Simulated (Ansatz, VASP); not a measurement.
# One calculation of Ta, two programs

```
CELL_PARAMETERS angstrom
2.90103 0.00000 0.00000
-1.45051 2.51237 0.00000
0.00000 0.00000 5.16992
ATOMIC_POSITIONS crystal
Ta 0.33333 0.66667 0.25000
Ta 0.66667 0.33333 0.75000
```

Alike in both runs: task single point; functional PBEsol; k mesh 14 × 14 × 7; occupations fermi-dirac, width 0.1 eV; no spin polarisation.

```csv
,VASP,Ansatz
version,VASP 6.6.1,Ansatz 0.2.0
potentials or method,"VASP PAW PBE potentials, release 64 (Ta_pv), cutoff 520 eV","plane waves (420 eV) with PAW, scalar-relativistic"
valence electrons in the cell,22,26
```

Ansatz gave:

```
pressure (GPa)                                                : -7.0
traceless stress, the component that is largest in VASP (GPa) : -0.20
```

What did VASP give for the same quantities?

Pressure (GPa): -6.9; traceless stress, the component that is largest in VASP (GPa): -0.20.

VASP's potentials were made for PBE, not for PBEsol, and Ansatz warns of the same on its side. VASP's potentials hold 22 valence electrons a cell and Ansatz's 26, so a difference there can come from the potentials and not from the codes.

Neither program's run includes spin-orbit coupling.
